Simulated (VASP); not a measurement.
Write the native input for VASP 6.6.1 that does the following.

| Item | Value |
| --- | --- |
| Task | single point |
| Functional | r2SCAN |
| Potentials or basis | VASP PAW PBE potentials, release 64 (Na_pv, F) |
| Cutoff | 660 eV |
| k mesh | 8 × 8 × 6 |
| Occupations | gaussian, width 0.02 eV |
| Spin | no spin polarisation |
| Dipole correction | no |
| Further INCAR settings | ALGO = Normal; EDIFF = 1e-06; NBANDS = 22 |

Crystal: NaF.

```xyz
4
Lattice="3.3242 0.0000 0.0000 0.0000 3.3242 0.0000 0.0000 0.0000 4.7011" Properties=species:S:1:pos:R:3 pbc="T T T"
Na    0.0000    0.0000    0.0000
Na    1.6621    1.6621    2.3505
F     1.6621    1.6621    0.0000
F     0.0000    0.0000    2.3505
```

One way to write it, as run:

POSCAR

```
NaF
1.0
    3.3241739962      0.0000000000      0.0000000000
    0.0000000000      3.3241739962      0.0000000000
    0.0000000000      0.0000000000      4.7010919687
Na F
2 2
Direct
    0.0000000000      0.0000000000      0.0000000000
    0.5000000000      0.5000000000      0.5000000000
    0.5000000000      0.5000000000      0.0000000000
    0.0000000000      0.0000000000      0.5000000000
```

INCAR.step1

```
SYSTEM = NaF
  ALGO = Normal
  EDIFF = 1E-5
  ENCUT = 660
  GGA = PE
  GGA_COMPAT = .False.
  ISMEAR = 0
  LASPH = .True.
  LCHARG = .False.
  LREAL = .False.
  LWAVE = .True.
  NBANDS = 22
  NELM = 120
  PREC = Accurate
  SIGMA = 0.02
```

INCAR.step2

```
SYSTEM = NaF
  ALGO = Normal
  EDIFF = 1E-6
  ENCUT = 660
  GGA_COMPAT = .False.
  ISIF = 2
  ISMEAR = 0
  ISTART = 1
  LASPH = .True.
  LCHARG = .False.
  LMIXTAU = .True.
  LREAL = .False.
  LWAVE = .False.
  METAGGA = R2SCAN
  NBANDS = 22
  NELM = 120
  PREC = Accurate
  SIGMA = 0.02
```

KPOINTS

```
k-points
0
Gamma
  8 8 6
  0 0 0
```

Potentials or basis: VASP PAW PBE potentials, release 64 (Na_pv, F).

Run with:

```bash
$ cat potpaw_PBE.64/Na_pv/POTCAR potpaw_PBE.64/F/POTCAR > POTCAR
$ cp INCAR.step1 INCAR
$ mpirun -np 1 vasp_std > vasp.out
$ cp INCAR.step2 INCAR
$ mpirun -np 1 vasp_std > vasp.out
```

It gave:

```json
{"Pressure": "-3.9 GPa", "Band gap on the k mesh": "6.94 eV"}
```

Caveat: the cell stands under tension; the PAW data sets were made with another functional, which shifts forces and pressure a little.

It took 6.8 min on 1 thread of Intel Xeon 8259CL, with other jobs on the host, peak memory 0.22 GiB.
